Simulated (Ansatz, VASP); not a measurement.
NbAs: VASP beside Ansatz

File INCAR:

```
SYSTEM = NbAs
PREC = Accurate
ENCUT = 600
EDIFF = 1E-6
ISMEAR = -1
SIGMA = 0.1
LREAL = .FALSE.
LASPH = .TRUE.
NELM = 80
ALGO = Normal
ISIF = 3
LWAVE = .FALSE.
LCHARG = .FALSE.
GGA = CA
IBRION = 2
NSW = 80
EDIFFG = -0.01
```

KPOINTS

```
Automatic mesh
0
G
  9 9 9
  0 0 0
```

Contents of POSCAR:

```
NbAs
1.0
   -1.7258500000      1.7258500000      5.8400000000
    1.7258500000     -1.7258500000      5.8400000000
    1.7258500000      1.7258500000     -5.8400000000
Nb As
2 2
Direct
    0.0000000000      0.0000000000      0.0000000000
    0.7500000000      0.2500000000      0.5000000000
    0.4160000000      0.4160000000      0.0000000000
    0.1660000000      0.6660000000      0.5000000000
```

Input for Ansatz:

```yaml
crystal:
  lattice:
    - [-1.72585, 1.72585, 5.84]
    - [1.72585, -1.72585, 5.84]
    - [1.72585, 1.72585, -5.84]
  atoms:
    - { symbol: Nb, position: [0.0, 0.0, 0.0] }
    - { symbol: Nb, position: [0.75, 0.25, 0.5] }
    - { symbol: As, position: [0.416, 0.416, 0.0] }
    - { symbol: As, position: [0.166, 0.666, 0.5] }
  symmetry: { tolerance: 0.0003 }
hamiltonian:
  xc: lda
  pseudopotentials: { kind: paw, azcp: { folder: soft_1 } }
basis:
  ecutwfc: 420
magnetization:
  spin_polarized: false
scf:
  occupations: { method: fermi_dirac, width: 0.1 }
kpoints:
  mp_grid: { grid: [9, 9, 9], shift: [0, 0, 0] }
output:
  forces: true
  stress: true
  eigenvalues: true
relax:
  max_steps: 60
  cell: {}
```

Alike in both runs: task relaxation of cell and atoms; functional LDA; k mesh 9 × 9 × 9; occupations fermi-dirac, width 0.1 eV; no spin polarisation.

```csv
,VASP,Ansatz
version,VASP 6.6.1,Ansatz 0.2.0
potentials or method,"VASP PAW LDA potentials, release 64 (Nb_sv, As), cutoff 600 eV",PAW plane waves
valence electrons in the cell,36,56
```

```tsv
	VASP	Ansatz	Ansatz less VASP
relaxed volume (Å³/atom)	16.88	16.84	-0.036
relaxed cell length with the largest relative difference (Å)	6.257	6.254	-0.0035
```

Ansatz warns that its potentials were made for another functional, while VASP's fit it. LDA's correlation is that of Perdew and Zunger in VASP and of Perdew and Wang (1992) in Ansatz. VASP's potentials hold 36 valence electrons a cell and Ansatz's 56, so a difference there can come from the potentials and not from the codes.
